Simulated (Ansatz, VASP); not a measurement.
**Two plane-wave programs on TiO2**

```
Ti O
1.0
    -1.92811    1.92811    4.70299
     1.92811   -1.92811    4.70299
     1.92811    1.92811   -4.70299
Ti O
2 4
Direct
  0.00000 0.00000 0.00000
  0.75000 0.25000 0.50000
  0.20651 0.20651 0.00000
  0.95651 0.45651 0.50000
  0.54349 0.04349 0.50000
  0.79349 0.79349 0.00000
```

Change from the starting cell: strain +0.015 along x and y, -0.030 along z, atoms carried along.

Alike in both runs: task single point; functional PBE; k mesh 10 × 10 × 10; occupations gaussian, width 0.05 eV; no spin polarisation.

```csv
,VASP,Ansatz
version,VASP 6.6.1,Ansatz 0.2.0
potentials or method,"VASP PAW PBE potentials, release 64 (Ti_sv, O), cutoff 520 eV","scalar-relativistic, plane waves, PAW"
valence electrons in the cell,48,48
```

```csv
,VASP,Ansatz,Ansatz less VASP
gap on the k mesh at the Fermi level (eV),2.09,2.11,+0.025
least direct gap on the mesh (eV),2.36,2.38,+0.024
pressure (GPa),1.8,1.2,-0.69
"traceless stress, the component that is largest in VASP (GPa)",7.48,7.24,-0.237
rms of the force components (eV/Å),0.289,0.273,-0.0167
```

Atom by atom the forces differ by 0.017 eV/Å (rms over components).
